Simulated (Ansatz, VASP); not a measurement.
# Two plane-wave programs on C

```
C
1.0
     3.05363    0.00000    0.00000
    -1.52682    2.64452    0.00000
     0.00000    0.00000    5.19549
C
4
Direct
  0.66667 0.33333 0.05836
  0.33333 0.66667 0.55836
  0.66667 0.33333 0.44164
  0.33333 0.66667 0.94164
```

Alike in both runs: task single point; functional PBE; k mesh 12 × 12 × 6; occupations gaussian, width 0.02 eV; no spin polarisation.

|  | VASP | Ansatz |
| --- | --- | --- |
| version | VASP 6.6.1 | Ansatz 0.2.0 |
| potentials or method | VASP PAW PBE potentials, release 64 (C), cutoff 520 eV | scalar-relativistic, plane waves, PAW |
| valence electrons in the cell | 16 | 16 |

Ansatz gave:

```
gap on the k mesh at the Fermi level (eV)                     : 1.55
least direct gap on the mesh (eV)                             : 1.55
pressure (GPa)                                                : -76.1
traceless stress, the component that is largest in VASP (GPa) : 3.00
rms of the force components (eV/Å)                            : 0.149
```

Problem. Estimate VASP's values.

Solution. gap on the k mesh at the Fermi level (eV): 1.56; least direct gap on the mesh (eV): 1.56; pressure (GPa): -76.0; traceless stress, the component that is largest in VASP (GPa): 2.99; rms of the force components (eV/Å): 0.149.

Atom by atom the forces differ by 0.000 eV/Å (rms over components). Both programs put the cell under strong tension, so it lies far from rest at this level.

Noted on VASP's run: the cell as given lies far from equilibrium.
